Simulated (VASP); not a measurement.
A run of VASP 6.6.1 is set up as follows.

File INCAR:

```
SYSTEM = LiF
ALGO = Normal
EDIFF = 1E-6
ENCUT = 520
GGA = PE
ISIF = 2
ISMEAR = 0
LASPH = .True.
LCHARG = .False.
LREAL = .False.
LWAVE = .False.
NBANDS = 18
NELM = 100
PREC = Accurate
SIGMA = 0.05
```

File KPOINTS:

```
k-points
0
Gamma
  9 9 6
  0 0 0
```

POSCAR

```
LiF
1.0
    3.1259140087      0.0000000000      0.0000000000
   -1.5629570043      2.7071209416      0.0000000000
    0.0000000000      0.0000000000      4.9018781194
Li F
2 2
Direct
    0.3333333333      0.6666666667      0.4116718394
    0.6666666667      0.3333333333      0.9116718394
    0.3333333333      0.6666666667      0.9939266766
    0.6666666667      0.3333333333      0.4939266766
```

Potentials or basis: VASP PAW PBE potentials, release 64 (Li_sv, F).

Command:

```sh
$ cat potpaw_PBE.64/Li_sv/POTCAR potpaw_PBE.64/F/POTCAR > POTCAR
$ mpirun -np 1 vasp_std > vasp.out
```

Q: Predict the band gap on the k mesh.

A: 7.44 eV, direct.

Q: Predict the largest force.

A: 0.247 eV/Å.

Forces on the atoms (eV/Å):
```
Li   0.000  0.000 -0.247
Li   0.000  0.000 -0.247
F    0.000  0.000  0.247
F    0.000  0.000  0.247
```

 A k mesh can miss the band edges.
